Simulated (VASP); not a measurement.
A run of VASP 6.6.1 is set up as follows.

The input INCAR:

```
SYSTEM = C
PREC = Accurate
ENCUT = 520
EDIFF = 1E-6
ISMEAR = 0
SIGMA = 0.05
LREAL = Auto
LASPH = .TRUE.
NELM = 150
ALGO = Normal
ISIF = 2
LWAVE = .FALSE.
LCHARG = .TRUE.
ISPIN = 2
MAGMOM = 0 0 0 0 0 0 0 0 0 0 0 0 0 0 0 0 0 0 0 0 0 0 0 0 2
LORBIT = 11
LDIPOL = .TRUE.
IDIPOL = 3
DIPOL = 0.5 0.5 0.470
GGA = PE
IVDW = 12
LELF = .TRUE.
LVHAR = .TRUE.
LVACPOTAV = .TRUE.
NBANDS = 72
```

The input KPOINTS:

```
Automatic mesh
0
G
  6 6 1
  0 0 0
```

The input POSCAR:

```
C
1.0
    4.9300990165      0.0000000000      0.0000000000
   -2.4650495082      4.2695909914      0.0000000000
    0.0000000000      0.0000000000     25.6987123400
C
25
Direct
    0.8333333333      0.6666666667      0.3307558716
    0.8333333333      0.1666666667      0.3307558716
    0.3333333333      0.6666666667      0.3307558716
    0.3333333333      0.1666666667      0.3307558716
    0.6666666667      0.3333333333      0.3308185210
    0.6666666667      0.8333333333      0.3308185210
    0.1666666667      0.3333333333      0.3308185210
    0.1666666667      0.8333333333      0.3308185210
    0.1666666667      0.8333333333      0.4618444729
    0.1666909315      0.3333454658      0.4618279438
    0.6666545342      0.8333090685      0.4618279438
    0.6666545342      0.3333454658      0.4618279438
    0.0000002050      0.5000004099      0.4618743664
    0.0000002050     -0.0000002050      0.4618743664
    0.5000000000      0.5000000000      0.4618454183
    0.4999995901     -0.0000002050      0.4618743664
    0.4944504815     -0.0027747592      0.5936341076
    0.5000000000      0.5000000000      0.5933070037
    0.0027747592     -0.0027747592      0.5936341076
    0.0027747592      0.5055495185      0.5936341076
    0.3337692664      0.6662307336      0.5938843761
    0.3337692664      0.1675385327      0.5938843761
    0.8324614673      0.6662307336      0.5938843761
    0.8333333333      0.1666666667      0.5956284960
    0.8333333333      0.1666666667      0.6550083603
```

Potentials or basis: VASP PAW PBE potentials, release 64 (C).

The run is started by

```bash
$ cat potpaw_PBE.64/C/POTCAR > POTCAR
$ mpirun -np 1 vasp_std > vasp.out
```

What does it give for the net moment?

0.26 μB per cell.

Estimate the site moments.

C -0.00, +0.00, +0.01, -0.01, +0.02, +0.10 (each value once) μB.

What does it give for the dispersion energy per atom?

-0.130 eV.

Estimate the largest force.

0.053 eV/Å.

Forces on the atoms (eV/Å):
```
C    0.000  0.000  0.015
C    0.000  0.000  0.015
C    0.000  0.000  0.015
C    0.000  0.000  0.015
C    0.000  0.000 -0.020
C    0.000  0.000 -0.020
C    0.000  0.000 -0.020
C    0.000  0.000 -0.020
C    0.000  0.000  0.004
C    0.000  0.000  0.005
C    0.000 -0.001  0.005
C    0.000  0.000  0.005
C    0.000  0.001 -0.007
C    0.001 -0.001 -0.007
C    0.000  0.000 -0.002
C   -0.001 -0.001 -0.007
C   -0.002 -0.001  0.002
C    0.000  0.000  0.004
C    0.002 -0.001  0.002
C    0.000  0.002  0.002
C   -0.003  0.002  0.000
C    0.000 -0.003  0.000
C    0.003  0.002  0.000
C    0.000  0.000 -0.039
C    0.000  0.000  0.053
```
